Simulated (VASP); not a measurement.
Input of a VASP 6.6.1 run:

Contents of INCAR:

```
SYSTEM = MgS
PREC     = Accurate       ! precision mode
ENCUT    = 520            ! plane-wave cutoff, eV
EDIFF    = 1E-7           ! SCF threshold, eV
ISMEAR   = -1             ! smearing method
SIGMA    = 0.05           ! smearing width, eV
LREAL    = .False.        ! projectors in reciprocal space
LASPH    = .True.         ! aspherical terms in the spheres
NELM     = 100            ! most SCF steps
ALGO     = Normal         ! electronic algorithm
ISIF     = 2              ! what is computed and relaxed
LWAVE    = .False.        ! write WAVECAR
LCHARG   = .False.        ! write CHGCAR
GGA      = CA             ! functional
NBANDS   = 16             ! bands
```

Contents of KPOINTS:

```
Automatic mesh
0
Gamma
  8 8 4
  0 0 0
```

POSCAR

```
MgS
1.0
    3.9522600636      0.0000000000      0.0000000000
   -1.9761300318      3.4227576175      0.0000000000
    0.0000000000      0.0000000000      6.3009860259
S Mg
2 2
Direct
    0.6666666667      0.3333333333      0.8792441500
    0.3333333333      0.6666666667      0.3792441500
    0.3333333333      0.6666666667      0.9957548500
    0.6666666667      0.3333333333      0.4957548500
```

Potentials or basis: VASP PAW LDA potentials, release 64 (S, Mg).

Launch:

```console
$ cat potpaw_LDA.64/S/POTCAR potpaw_LDA.64/Mg/POTCAR > POTCAR
$ mpirun -np 1 vasp_std > vasp.out
```

Q: What does it give for the pressure?

A: 1.3 GPa.

Q: Predict the largest force.

A: 0.047 eV/Å.

Q: Predict the band gap on the k mesh.

A: 3.47 eV.

Forces in eV/Å, atoms in the order of the input:
```
S    0.000  0.000 -0.047
S    0.000  0.000 -0.047
Mg   0.000  0.000  0.047
Mg   0.000  0.000  0.047
```
